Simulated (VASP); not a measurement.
# LiBr (Fm-3m) in VASP: single point with revPBE

Aim: the single point of LiBr with revPBE.

Program: VASP 6.6.1. These are calculated values, not measurements. Logs are shortened: lines on timing, memory, paths and dates and some standing lists are left out, and cuts for length are marked.

## (1) The cell of the first run

It takes space group Fm-3m (No. 225, cubic). Conventional cell: a = 5.501 Å, b = 5.501 Å, c = 5.501 Å, α = 90.00°, β = 90.00°, γ = 90.00°. Within 3.6 Å of Li (site symmetry m-3m) lie 6 Br at 2.75 Å. Br (site symmetry m-3m) has 6 Li at 2.75 Å within 3.6 Å.

## (2) Single point, revPBE

Contents of INCAR:

```
PREC = Accurate
ENCUT = 750
EDIFF = 1E-6
ISMEAR = 0
SIGMA = 0.01
LREAL = False
LASPH = True
NELM = 120
ALGO = Normal
ISIF = 2
LWAVE = False
LCHARG = True
GGA = RE
LELF = True
LVHAR = True
NBANDS = 12
GGA_COMPAT = False
```

Contents of KPOINTS:

```
Automatic mesh
0
Gamma
  7 7 7
```

Contents of POSCAR:

```
LiBr
1.0
    3.8900070000      0.0000000000      0.0000000000
    1.9450035000      3.3688448829      0.0000000000
    1.9450035000      1.1229482943      3.1761774153
Li Br
1 1
Direct
    0.0000000000      0.0000000000      0.0000000000
    0.5000000000      0.5000000000      0.5000000000
```

Potentials or basis: VASP PAW PBE potentials, release 64 (Li_sv, Br).

On the command line:

```sh
$ cat potpaw_PBE.64/Li_sv/POTCAR potpaw_PBE.64/Br/POTCAR > POTCAR
$ mpirun -np 1 vasp_std > vasp.out
```

OUTCAR:

```text
PREC = Accurate
   ENCUT = 750
   EDIFF = 1E-6
   ISMEAR = 0
   LREAL = False
   LASPH = True
   NELM = 120
   ISIF = 2
   GGA = RE

 ion  position               nearest neighbor table
   1  0.000  0.000  0.000-
   2  0.500  0.500  0.500-

  LATTYP: Found a face centered cubic cell.
 ALAT       =     5.5013006571

  Lattice vectors:

 A1 = (   3.8900070000,   0.0000000000,   0.0000000000)
 A2 = (   1.9450035000,   3.3688448829,   0.0000000000)
 A3 = (   1.9450035000,   1.1229482943,   3.1761774153)

Analysis of symmetry for initial positions (statically):
=====================================================================
 Subroutine PRICEL returns:
 Original cell was already a primitive cell.

 Routine SETGRP: Setting up the symmetry group for a
 face centered cubic supercell.

 Subroutine GETGRP returns: Found 48 space group operations
 (whereof 48 operations were pure point group operations)
 out of a pool of 48 trial point group operations.

The static configuration has the point symmetry O_h .

Analysis of symmetry for dynamics (positions and initial velocities):
=====================================================================
 Subroutine PRICEL returns:
 Original cell was already a primitive cell.

 Routine SETGRP: Setting up the symmetry group for a
 face centered cubic supercell.

 Subroutine GETGRP returns: Found 48 space group operations
 (whereof 48 operations were pure point group operations)
 out of a pool of 48 trial point group operations.

The dynamic configuration has the point symmetry O_h .

 Subroutine INISYM returns: Found 48 space group operations
 (whereof 48 operations are pure point group operations),
 and found     1 'primitive' translations

----------------------------------------------------------------------------------------

                                     Primitive cell

  volume of cell :      41.6233

  direct lattice vectors                    reciprocal lattice vectors
     3.890007000  0.000000000  0.000000000     0.257068946 -0.148418825 -0.104947958
     1.945003500  3.368844883  0.000000000     0.000000000  0.296837651 -0.104947958
     1.945003500  1.122948294  3.176177415     0.000000000  0.000000000  0.314843873

  length of vectors
     3.890007000  3.890007000  3.890007000     0.314843873  0.314843873  0.314843873

  position of ions in fractional coordinates (direct lattice)
     0.000000000  0.000000000  0.000000000
     0.500000000  0.500000000  0.500000000

  ion indices of the primitive-cell ions
   primitive index   ion index
                 1           1
                 2           2

----------------------------------------------------------------------------------------

 KPOINTS: Automatic mesh

Automatic generation of k-mesh.
 Grid dimensions read from file:
 generate k-points for:    7    7    7

 Generating k-lattice:

  Cartesian coordinates                     Fractional coordinates (reciprocal lattice)
     0.036724135 -0.021202689 -0.014992565     0.142857143  0.000000000  0.000000000
     0.000000000  0.042405379 -0.014992565     0.000000000  0.142857143  0.000000000
     0.000000000  0.000000000  0.044977696     0.000000000  0.000000000  0.142857143

  Length of vectors
     0.044977696  0.044977696  0.044977696

  Shift w.r.t. Gamma in fractional coordinates (k-lattice)
     0.000000000  0.000000000  0.000000000

 Subroutine IBZKPT returns following result:
 ===========================================

 Found     20 irreducible k-points:

 Following reciprocal coordinates:
            Coordinates               Weight
  0.000000  0.000000  0.000000      1.000000
  0.142857  0.000000  0.000000      8.000000
  0.285714  0.000000  0.000000      8.000000
  0.428571  0.000000  0.000000      8.000000
  0.142857  0.142857  0.000000      6.000000
  0.285714  0.142857  0.000000     24.000000
[... 12 lines left out ...]
 -0.428571  0.428571  0.142857     24.000000
 -0.285714  0.428571  0.142857     24.000000
   k-points           NKPTS =     20   k-points in BZ     NKDIM =     20   number of bands    NBANDS=     12
   number of dos      NEDOS =    301   number of ions     NIONS =      2
   total plane-waves  NPLWV =  46656
   dimension x,y,z NGX =    36 NGY =   36 NGZ =   36
   dimension x,y,z NGXF=    72 NGYF=   72 NGZF=   72
   ions per type =               1   1
   NGX,Y,Z   is equivalent  to a cutoff of  15.39, 15.39, 15.39 a.u.
   NGXF,Y,Z  is equivalent  to a cutoff of  30.77, 30.77, 30.77 a.u.
 SYSTEM =  unknown system
   PREC   = accura    normal or accurate (medium, high low for compatibility)
   ISTART =      0    job   : 0-new  1-cont  2-samecut
   ICHARG =      2    charge: 1-file 2-atom 10-const
   ISPIN  =      1    spin polarized calculation?
   LNONCOLLINEAR =      F non collinear calculations
   LSORBIT =      F    spin-orbit coupling
   LASPH  =      T    aspherical Exc in radial PAW
   ENCUT  =  750.0 eV  55.12 Ry    7.42 a.u.   8.69  8.69  8.69*2*pi/ulx,y,z
   NELM   =    120;   NELMIN=  2; NELMDL= -5     # of ELM steps
   EDIFF  = 0.1E-05   stopping-criterion for ELM
   LREAL  =      F    real-space projection
   EDIFFG = 0.1E-04   stopping-criterion for IOM
   NSW    =      0    number of steps for IOM
   IBRION =     -1    ionic relax: 0-MD 1-quasi-New 2-CG
   NFREE  =      0    steps in history (QN), initial steepest desc. (CG)
   ISIF   =      2    stress and relaxation
   ISYM   =      2    0-nonsym 1-usesym 2-fastsym
   POTIM  = 0.5000    time-step for ionic-motion
   TEBEG  =    0.0;   TEEND  =   0.0 temperature during run
   PSTRESS=    0.0 pullay stress
   NELECT =      10.0000    total number of electrons
   NUPDOWN=      -1.0000    fix difference up-down
   EMIN   =  10.00;   EMAX   =-10.00  energy-range for DOS
   EFERMI =   0.00;   METHOD = LEGACY
   ISMEAR =     0;   SIGMA  =   0.01  broadening in eV -4-tet -1-fermi 0-gaus
   EFERMI_NEDOS =   21; number of points for ismear=-14 and -15
   IALGO  =     38    algorithm
   IMIX   =      4    mixing-type and parameters
     AMIX     =   0.40;   BMIX     =  1.00
     AMIX_MAG =   1.60;   BMIX_MAG =  1.00
  volume/ion in A,a.u.               =      20.81       140.44
  Fermi-wavevector in a.u.,A,eV,Ry     =   1.017723  1.923217 14.092363  1.035759
  Thomas-Fermi vector in A             =   2.151140
   LORBIT       =      0    0 simple, 1 ext, 2 COOP (PROOUT), +10 PAW based schemes
   GGA     = RE    functional components
   LHFCALC =     F    Hartree Fock is set to
   AEXX    =    0.0000 exact exchange contribution
   IVDW    =     0    specifies the selected vdW correction
   LEPSILON=     F    determine dielectric tensor
   LRPA    =     F    only Hartree local field effects (RPA)
 non-spin polarized calculation
 Gauss-broadening in eV      SIGMA  =   0.01
  energy-cutoff  :      750.00
  volume of cell :       41.62
 maximum number of plane-waves:      1960
   NGX = 17   NGY = 17   NGZ = 17

 number of electron      10.0000001 magnetization

 Free energy of the ion-electron system (eV)
  ---------------------------------------------------
  ext. energy  EPLUGINS =         0.00000000
  ---------------------------------------------------
  free energy    TOTEN  =        -6.26887594 eV

  energy without entropy =       -6.26887594  energy(sigma->0) =       -6.26887594

 E-fermi :   0.4634     XC(G=0):  -8.2451

 val. band max:        0.3909696219   @ k =   0.0000   0.0000   0.0000
 cond. band min:       5.5129558585   @ k =   0.0000   0.0000   0.0000
 fundamental gap:      5.1219862366
 Fermi energy:         0.4633594120

 k-point     1 :       0.0000    0.0000    0.0000
  band No.  band energies     occupation
      1     -44.2015      2.00000
      2     -13.0095      2.00000
      3       0.3910      2.00000
      4       0.3910      2.00000
      5       0.3910      2.00000
      6       5.5130      0.00000
      7      10.9619      0.00000
      8      10.9619      0.00000
      9      10.9619      0.00000
     10      12.8664      0.00000
     11      12.8664      0.00000
     12      12.8664      0.00000

 k-point     2 :       0.1429    0.0000    0.0000
  band No.  band energies     occupation
      1     -44.2014      2.00000
      2     -12.9281      2.00000
      3      -0.3243      2.00000
      4       0.3370      2.00000
      5       0.3370      2.00000
      6       6.1427      0.00000
      7      10.1594      0.00000
      8      10.6909      0.00000
      9      10.6909      0.00000
     10      11.9449      0.00000
     11      11.9449      0.00000
     12      13.2681      0.00000

 k-point     3 :       0.2857    0.0000    0.0000
  band No.  band energies     occupation
      1     -44.2010      2.00000
      2     -12.7344      2.00000
      3      -1.5428      2.00000
      4       0.2239      2.00000
      5       0.2239      2.00000
      6       6.5084      0.00000
      7       9.4438      0.00000
      8       9.4438      0.00000
      9      10.5415      0.00000
     10      13.2484      0.00000
     11      13.2484      0.00000
     12      13.6902      0.00000
[... 226 lines left out ...]
 k-point    19 :      -0.4286    0.4286    0.1429
  band No.  band energies     occupation
      1     -44.2003      2.00000
      2     -12.3852      2.00000
      3      -2.1270      2.00000
      4      -1.0904      2.00000
      5      -0.6437      2.00000
      6       7.5323      0.00000
      7       8.5877      0.00000
      8      10.1308      0.00000
      9      11.6066      0.00000
     10      13.3140      0.00000
     11      16.0974      0.00000
     12      17.7431      0.00000

 k-point    20 :      -0.2857    0.4286    0.1429
  band No.  band energies     occupation
      1     -44.2003      2.00000
      2     -12.3710      2.00000
      3      -1.8317      2.00000
      4      -1.6121      2.00000
      5      -0.5774      2.00000
      6       7.9344      0.00000
      7       9.3065      0.00000
      8      10.0547      0.00000
      9      10.4124      0.00000
     10      13.6757      0.00000
     11      14.8679      0.00000
     12      17.6578      0.00000

------------------------ aborting loop because EDIFF is reached ----------------------------------------

  FORCE on cell =-STRESS in cart. coord.  units (eV):
  Direction    XX          YY          ZZ          XY          YZ          ZX
  --------------------------------------------------------------------------------------
  -------------------------------------------------------------------------------------
  Total        0.3701088      0.3701088      0.3701088     -0.0000000     -0.0000000     -0.0000000
  in kB       14.2463562     14.2463562     14.2463562     -0.0000000     -0.0000000     -0.0000000
  external PRESSURE =      14.2463562 kB  Pullay stress =       0.0000000 kB

 VOLUME and BASIS-vectors are now :
 -----------------------------------------------------------------------------
  energy-cutoff  :      750.00
  volume of cell :       41.62
      direct lattice vectors                 reciprocal lattice vectors
     3.890007000  0.000000000  0.000000000     0.257068946 -0.148418825 -0.104947958
     1.945003500  3.368844883  0.000000000     0.000000000  0.296837651 -0.104947958
     1.945003500  1.122948294  3.176177415     0.000000000  0.000000000  0.314843873

 POSITION                                       TOTAL-FORCE (eV/Angst)
 -----------------------------------------------------------------------------------
      0.00000      0.00000      0.00000         0.000000     -0.000000      0.000000
      3.89001      2.24590      1.58809        -0.000000      0.000000      0.000000
 -----------------------------------------------------------------------------------
    total drift:                                0.000000      0.000000      0.000000

  FREE ENERGIE OF THE ION-ELECTRON SYSTEM (eV)
  ---------------------------------------------------
  free  energy   TOTEN  =        -6.2688759355 eV

  energy  without entropy=       -6.2688759355  energy(sigma->0) =       -6.26887594
```

Run time: 25 s. Hardware: 1 thread of Intel Xeon 8259CL, shared host; peak memory 0.21 GiB.

What came out:

- Free energy: -6.2689 eV
- Pressure: 1.4 GPa
- Band gap on the k mesh: 5.12 eV

Caveat: the PAW data sets were made with another functional, which shifts forces and pressure a little.
